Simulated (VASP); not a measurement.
**NaI: single point with PBE**

NaI:

```
Na I
1.0
     5.41648    0.00000    0.00000
    -2.70824    4.69081    0.00000
     0.00000    0.00000    6.45918
Na I
2 2
Direct
  0.33333 0.66667 0.93745
  0.66667 0.33333 0.43745
  0.33333 0.66667 0.43755
  0.66667 0.33333 0.93755
```

```json
{
 "Program": "VASP 6.6.1",
 "Task": "single point",
 "Functional": "PBE",
 "Potentials or basis": "VASP PAW PBE potentials, release 64 (Na_pv, I)",
 "Cutoff": "520 eV",
 "k mesh": "6 × 6 × 4",
 "Occupations": "gaussian, width 0.01 eV",
 "Spin": "no spin polarisation",
 "Dipole correction": "no",
 "Further INCAR settings": "ALGO = Normal; EDIFF = 1e-06; NBANDS = 22"
}
```

- Pressure: 0.4 GPa
- Band gap on the k mesh: 3.56 eV, direct

Levels at points of the mesh, in eV from the valence-band top:
```tsv
k point	band 11	band 12	band 13	band 14	band 15	band 16	band 17	band 18
(0.00, 0.00, 0.00)	-0.92	-0.37	-0.37	0.00	3.56	4.71	6.82	6.82
(0.50, 0.00, 0.00)	-1.17	-0.97	-0.63	-0.30	5.03	5.45	6.53	6.85
(0.00, 0.00, 0.50)	-0.65	-0.65	-0.65	-0.65	5.10	5.10	6.68	6.68
(0.50, 0.00, 0.50)	-0.78	-0.78	-0.29	-0.29	5.36	5.36	7.06	7.06
```

Wall time 42 s on 1 thread of Intel(R) Xeon(R) 6975P-C (Granite Rapids), with other jobs on the host, peak memory 0.27 GiB.

Caveat: spin-orbit coupling is left out, which moves the levels of the heavy elements. Expect the measured gap to be larger: semilocal functionals such as PBE lack the derivative discontinuity.
